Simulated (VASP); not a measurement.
# BaZrO3 (Pm-3m) in VASP: notebook, part 2 of 2

VASP 6.6.1.

## (4) Single point, PBEsol

This run uses another cell than the first one, of 15.46 Å³/atom, 1.077 times its volume.

File INCAR:

```
PREC     = Accurate       # precision mode
ENCUT    = 520            # plane-wave cutoff, eV
EDIFF    = 1E-6           # SCF threshold, eV
ISMEAR   = 0              # smearing method
SIGMA    = 0.01           # smearing width, eV
LREAL    = False          # projectors in reciprocal space
LASPH    = True           # aspherical terms in the spheres
NELM     = 80             # most SCF steps
ALGO     = Normal         # electronic algorithm
ISIF     = 2              # what is computed and relaxed
LWAVE    = False          # write WAVECAR
LCHARG   = True           # write CHGCAR
GGA      = PS             # functional
LELF     = True           # ELF
LVHAR    = True         
NBANDS   = 28             # bands
```

File KPOINTS:

```
regular mesh
0
Gamma
  4 4 4
```

File POSCAR:

```
BaZrO3
1.0
    4.2600627062      0.0000000000      0.0000000000
    0.0000000000      4.2600627062      0.0000000000
    0.0000000000      0.0000000000      4.2600627062
Ba Zr O
1 1 3
Direct
    0.0000000000      0.0000000000      0.0000000000
    0.5000000000      0.5000000000      0.5000000000
    0.0000000000      0.5000000000      0.5000000000
    0.5000000000      0.0000000000      0.5000000000
    0.5000000000      0.5000000000      0.0000000000
```

Potentials or basis: VASP PAW PBE potentials, release 64 (Ba_sv, Zr_sv, O).

Started as:

```console
$ cat potpaw_PBE.64/Ba_sv/POTCAR potpaw_PBE.64/Zr_sv/POTCAR potpaw_PBE.64/O/POTCAR > POTCAR
$ mpirun -np 1 vasp_std > vasp.out
```

OUTCAR:

```text
PREC = Accurate
   ENCUT = 520
   EDIFF = 1E-6
   ISMEAR = 0
   LREAL = False
   LASPH = True
   NELM = 80
   ISIF = 2
   GGA = PS

 ion  position               nearest neighbor table
   1  0.000  0.000  0.000-   3 3.01   4 3.01   5 3.01   3 3.01   4 3.01   3 3.01   5 3.01   3 3.01
                             4 3.01   5 3.01   4 3.01   5 3.01   2 3.69   2 3.69   2 3.69   2 3.69
   2  0.500  0.500  0.500-   3 2.13   4 2.13   5 2.13   5 2.13   4 2.13   3 2.13   1 3.69   1 3.69
                             1 3.69   1 3.69   1 3.69   1 3.69   1 3.69   1 3.69
   3  0.000  0.500  0.500-   2 2.13   2 2.13   1 3.01   1 3.01   1 3.01   1 3.01
   4  0.500  0.000  0.500-   2 2.13   2 2.13   1 3.01   1 3.01   1 3.01   1 3.01
   5  0.500  0.500  0.000-   2 2.13   2 2.13   1 3.01   1 3.01   1 3.01   1 3.01

  LATTYP: Found a simple cubic cell.
 ALAT       =     4.2600627062

  Lattice vectors:

 A1 = (   4.2600627062,   0.0000000000,   0.0000000000)
 A2 = (   0.0000000000,   4.2600627062,   0.0000000000)
 A3 = (   0.0000000000,   0.0000000000,   4.2600627062)

Analysis of symmetry for initial positions (statically):
=====================================================================
 Subroutine PRICEL returns:
 Original cell was already a primitive cell.

 Routine SETGRP: Setting up the symmetry group for a
 simple cubic supercell.

 Subroutine GETGRP returns: Found 48 space group operations
 (whereof 48 operations were pure point group operations)
 out of a pool of 48 trial point group operations.

The static configuration has the point symmetry O_h .

Analysis of symmetry for dynamics (positions and initial velocities):
=====================================================================
 Subroutine PRICEL returns:
 Original cell was already a primitive cell.

 Routine SETGRP: Setting up the symmetry group for a
 simple cubic supercell.

 Subroutine GETGRP returns: Found 48 space group operations
 (whereof 48 operations were pure point group operations)
 out of a pool of 48 trial point group operations.

The dynamic configuration has the point symmetry O_h .

[... 111 lines left out ...]
  Fermi-wavevector in a.u.,A,eV,Ry     =   1.314253  2.483577 23.500797  1.727260
  Thomas-Fermi vector in A             =   2.444518
   LORBIT       =      0    0 simple, 1 ext, 2 COOP (PROOUT), +10 PAW based schemes
   GGA     = PS    functional components
   LHFCALC =     F    Hartree Fock is set to
   AEXX    =    0.0000 exact exchange contribution
   IVDW    =     0    specifies the selected vdW correction
   LEPSILON=     F    determine dielectric tensor
   LRPA    =     F    only Hartree local field effects (RPA)
 non-spin polarized calculation
 Gauss-broadening in eV      SIGMA  =   0.01
  energy-cutoff  :      520.00
  volume of cell :       77.31
 maximum number of plane-waves:      2103
 NGX is ok and might be reduce to    32
   NGX = 15   NGY = 15   NGZ = 15

 number of electron      39.9999981 magnetization

 Free energy of the ion-electron system (eV)
  ---------------------------------------------------
  ext. energy  EPLUGINS =         0.00000000
  ---------------------------------------------------
  free energy    TOTEN  =       -43.52957310 eV

  energy without entropy =      -43.52957310  energy(sigma->0) =      -43.52957310

 E-fermi :   3.4797     XC(G=0): -10.7763

 val. band max:        3.2957876285   @ k =   0.5000   0.5000   0.5000
 cond. band min:       6.2931658305   @ k =   0.0000   0.0000   0.0000
 fundamental gap:      2.9973782021
 Fermi energy:         3.4796547632

 k-point     1 :       0.0000    0.0000    0.0000
  band No.  band energies     occupation
      1     -43.8916      2.00000
      2     -22.0973      2.00000
      3     -22.0357      2.00000
      4     -22.0357      2.00000
      5     -22.0357      2.00000
      6     -12.9068      2.00000
[... 299 lines left out ...]
     27      12.1444      0.00000
     28      12.1444      0.00000

------------------------ aborting loop because EDIFF is reached ----------------------------------------

  FORCE on cell =-STRESS in cart. coord.  units (eV):
  Direction    XX          YY          ZZ          XY          YZ          ZX
  --------------------------------------------------------------------------------------
  -------------------------------------------------------------------------------------
  Total       -3.4670959     -3.4670959     -3.4670959     -0.0000000     -0.0000000      0.0000000
  in kB      -71.8502788    -71.8502788    -71.8502788     -0.0000000     -0.0000000      0.0000000
  external PRESSURE =     -71.8502788 kB  Pullay stress =       0.0000000 kB

 VOLUME and BASIS-vectors are now :
 -----------------------------------------------------------------------------
  energy-cutoff  :      520.00
  volume of cell :       77.31
      direct lattice vectors                 reciprocal lattice vectors
     4.260062706  0.000000000  0.000000000     0.234738329  0.000000000  0.000000000
     0.000000000  4.260062706  0.000000000     0.000000000  0.234738329  0.000000000
     0.000000000  0.000000000  4.260062706     0.000000000  0.000000000  0.234738329

 POSITION                                       TOTAL-FORCE (eV/Angst)
 -----------------------------------------------------------------------------------
      0.00000      0.00000      0.00000         0.000000      0.000000      0.000000
      2.13003      2.13003      2.13003         0.000000      0.000000      0.000000
      0.00000      2.13003      2.13003         0.000000      0.000000      0.000000
      2.13003      0.00000      2.13003         0.000000      0.000000      0.000000
      2.13003      2.13003      0.00000         0.000000      0.000000      0.000000
 -----------------------------------------------------------------------------------
    total drift:                                0.000000     -0.000000     -0.000000

  FREE ENERGIE OF THE ION-ELECTRON SYSTEM (eV)
  ---------------------------------------------------
  free  energy   TOTEN  =       -43.5295731030 eV

  energy  without entropy=      -43.5295731030  energy(sigma->0) =      -43.52957310
```

OSZICAR:

```text
N       E                     dE             d eps       ncg     rms          rms(c)
DAV:   1     0.307983144921E+03    0.30798E+03   -0.21471E+04   560   0.139E+03
DAV:   2    -0.288599960144E+02   -0.33684E+03   -0.32532E+03   724   0.349E+02
DAV:   3    -0.500607000102E+02   -0.21201E+02   -0.21117E+02   888   0.821E+01
DAV:   4    -0.505480166173E+02   -0.48732E+00   -0.48668E+00   788   0.105E+01
DAV:   5    -0.505570989276E+02   -0.90823E-02   -0.90805E-02   768   0.108E+00    0.264E+01
DAV:   6    -0.437713399368E+02    0.67858E+01   -0.36401E+01   652   0.353E+01    0.121E+01
DAV:   7    -0.435807585401E+02    0.19058E+00   -0.28123E+00   764   0.893E+00    0.715E+00
DAV:   8    -0.435322068783E+02    0.48552E-01   -0.36290E-01   656   0.421E+00    0.661E-01
DAV:   9    -0.435292759852E+02    0.29309E-02   -0.50331E-02   816   0.121E+00    0.541E-01
DAV:  10    -0.435299475079E+02   -0.67152E-03   -0.15252E-02   736   0.942E-01    0.250E-01
DAV:  11    -0.435295501777E+02    0.39733E-03   -0.21111E-03   684   0.370E-01    0.319E-02
DAV:  12    -0.435295815153E+02   -0.31338E-04   -0.16139E-04   696   0.804E-02    0.398E-02
DAV:  13    -0.435295729568E+02    0.85585E-05   -0.32538E-05   780   0.370E-02    0.381E-03
DAV:  14    -0.435295731030E+02   -0.14618E-06   -0.27531E-06   584   0.118E-02
   1 F= -.43529573E+02 E0= -.43529573E+02  d E =-.398012-150
```

stdout:

```text
POSCAR found type information on POSCAR BaZrO
 POSCAR found :  3 types and       5 ions
 scaLAPACK will be used
 -----------------------------------------------------------------------------
|                                                                             |
|                                                                             |
|     You enforced a specific xc type in the INCAR file but a different       |
|     I HOPE YOU KNOW WHAT YOU ARE DOING!                                     |
|                                                                             |
 -----------------------------------------------------------------------------

 LDA part: xc-table for (Slater+PW92), standard interpolation
 POSCAR, INCAR and KPOINTS ok, starting setup
 FFT: planning ... GRIDC
 FFT: planning ... GRID_SOFT
 FFT: planning ... GRID
 WAVECAR not read
 entering main loop
```

Run time: 44 s. Hardware: 1 thread of AMD EPYC 7R43 (Zen 3), shared host; peak memory 0.15 GiB.

Results:

| Property | Result |
| --- | --- |
| Free energy | -43.5296 eV |
| Pressure | -7.2 GPa |
| Band gap on the k mesh | 3.00 eV, indirect (least direct gap 3.27 eV) |

Levels at points of the mesh, in eV from the valence-band top:
```csv
k point,band 18,band 19,band 20,band 21,band 22,band 23
"(0.00, 0.00, 0.00)",-0.27,-0.27,-0.27,3.00,3.00,3.00
"(0.50, 0.00, 0.00)",-1.59,-0.52,-0.52,3.41,5.36,5.36
"(0.50, 0.50, 0.00)",-0.94,-0.91,-0.07,5.34,5.34,6.13
"(0.50, 0.50, 0.50)",0.00,0.00,0.00,5.72,5.72,5.72
```

Caveat: the PAW data sets were made with another functional, which shifts forces and pressure a little; spin-orbit coupling is left out, which moves the levels of the heavy elements. A k mesh can miss the band edges.

## (5) Overview

| cell | gap on the mesh (eV) | pressure (GPa) |
| --- | --- | --- |
| a = 4.156 Å, 5 atoms | 3.15 | 4.3 |
| a = 4.191 Å, 5 atoms | 3.10 | -0.1 |
| a = 4.260 Å, 5 atoms | 3.00 | -7.2 |

Alike in all rows: task single point; level PBEsol; potentials or basis VASP PAW PBE potentials, release 64 (Ba_sv, Zr_sv, O); no spin polarisation; k mesh 4 × 4 × 4; cutoff (eV) 520; smearing gaussian 0.01 eV.

Caveats: the PAW data sets were made with another functional, which shifts forces and pressure a little; spin-orbit coupling is left out, which moves the levels of the heavy elements.

Total energies depend on the potentials used, so only differences within one code and one set of settings carry meaning.
